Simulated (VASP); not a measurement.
Set up this calculation in VASP 6.6.1, as the native input.

```
Task                   : single point
Functional             : PBEsol
Potentials or basis    : VASP PAW PBE potentials, release 64 (Al, N)
Cutoff                 : 600 eV
k mesh                 : 9 × 9 × 9
Occupations            : gaussian, width 0.02 eV
Spin                   : no spin polarisation
Dipole correction      : no
Further INCAR settings : ALGO = Normal; EDIFF = 1e-06; NBANDS = 11
```

The structure of AlN (sol2) lies in POSCAR:

```
AlN
1.0
    0.0364781651      2.2142246193      2.2142246193
    2.2142246193      0.0364781651      2.2142246193
    2.2142246193      2.2142246193      0.0364781651
Al N
1 1
Direct
    0.0010688233      0.0010688233      0.0010688233
    0.2489311767      0.2489311767      0.2489311767
```

This cell differs from its parent crystal: strained cell.

The input as run:

INCAR

```
SYSTEM = AlN
PREC = Accurate ; ENCUT = 600
EDIFF = 1E-6 ; ISMEAR = 0
SIGMA = 0.02 ; LREAL = .FALSE.
LASPH = .TRUE. ; NELM = 120
ALGO = Normal ; ISIF = 2
LWAVE = .FALSE. ; LCHARG = .FALSE.
GGA = PS ; NBANDS = 11
GGA_COMPAT = .FALSE.
```

KPOINTS

```
Automatic mesh
0
G
  9 9 9
  0 0 0
```

Potentials or basis: VASP PAW PBE potentials, release 64 (Al, N).

Launch:

```console
$ cat potpaw_PBE.64/Al/POTCAR potpaw_PBE.64/N/POTCAR > POTCAR
$ mpirun -np 1 vasp_std > vasp.out
```

It gave:

The pressure is -2.0 GPa and the band gap on the k mesh is 3.28 eV, indirect (least direct gap 3.90 eV).

Caveat: the cell differs from its parent crystal (strained cell); the PAW data sets were made with another functional, which shifts forces and pressure a little.

Wall time 20 s on 1 thread of Intel Xeon 6975P-C, with other jobs on the host, peak memory 0.16 GiB.
